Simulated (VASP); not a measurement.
Input of a VASP 6.6.1 run:

The input INCAR:

```
PREC = Accurate
ENCUT = 520
EDIFF = 1E-8
ISMEAR = -1
SIGMA = 0.03
LREAL = False
LASPH = True
NELM = 100
ALGO = Normal
ISIF = 2
LWAVE = False
LCHARG = False
GGA = PE
LEFG = True
NBANDS = 12
```

KPOINTS

```
Automatic mesh
0
Gamma
  10 10 10
```

The input POSCAR:

```
LiF
1.0
    0.0000000000      2.0535002244      2.0535002244
    2.0535002244      0.0000000000      2.0535002244
    2.0535002244      2.0535002244      0.0000000000
Li F
1 1
Direct
    0.0000000000      0.0000000000      0.0000000000
    0.5000000000      0.5000000000      0.5000000000
```

Potentials or basis: VASP PAW PBE potentials, release 64 (Li_sv, F).

Run with:

```console
$ cat potpaw_PBE.64/Li_sv/POTCAR potpaw_PBE.64/F/POTCAR > POTCAR
$ mpirun -np 1 vasp_std > vasp.out
```

Question: What does it give for the band gap on the k mesh?

Answer: 8.59 eV, direct.

Caveat: without QUAD_EFG the Cq values of the log hold for a quadrupole moment of 1 mb, not for the nuclei. A k mesh can miss the band edges.
